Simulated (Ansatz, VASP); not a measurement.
## One calculation of TiO2, two programs

```
Ti O
1.0
    -1.86802    1.86802    5.10493
     1.86802   -1.86802    5.10493
     1.86802    1.86802   -5.10493
Ti O
2 4
Cartesian
  0.0000 0.0000 0.0000
  0.0000 1.8680 2.5525
  0.0000 0.0000 1.9909
  0.0000 1.8680 4.5434
  0.0000 1.8680 0.5615
  0.0000 0.0000 8.2189
```

Alike in both runs: task single point; functional PBE; k mesh 8 × 8 × 8; occupations gaussian, width 0.05 eV; no spin polarisation; Hubbard terms Ti d U = 4.0 eV.

|  | VASP | Ansatz |
| --- | --- | --- |
| version | VASP 6.6.1 | Ansatz 0.2.0 |
| potentials or method | VASP PAW PBE potentials, release 64 (Ti_sv, O), cutoff 520 eV | scalar-relativistic, plane waves, PAW |
| valence electrons in the cell | 48 | 48 |

Ansatz gave:

| Property | Result |
| --- | --- |
| gap on the k mesh at the Fermi level (eV) | 2.90 |
| least direct gap on the mesh (eV) | 3.07 |
| pressure (GPa) | 4.0 |
| traceless stress, the component that is largest in VASP (GPa) | 0.90 |
| rms of the force components (eV/Å) | 0.439 |

Question: Which values does VASP return?

Answer: gap on the k mesh at the Fermi level (eV): 2.92; least direct gap on the mesh (eV): 3.11; pressure (GPa): 8.4; traceless stress, the component that is largest in VASP (GPa): 0.41; rms of the force components (eV/Å): 0.498.

The programs project onto different local orbitals, so the same U acts differently, and such runs can settle in different states. Atom by atom the forces differ by 0.059 eV/Å (rms over components).
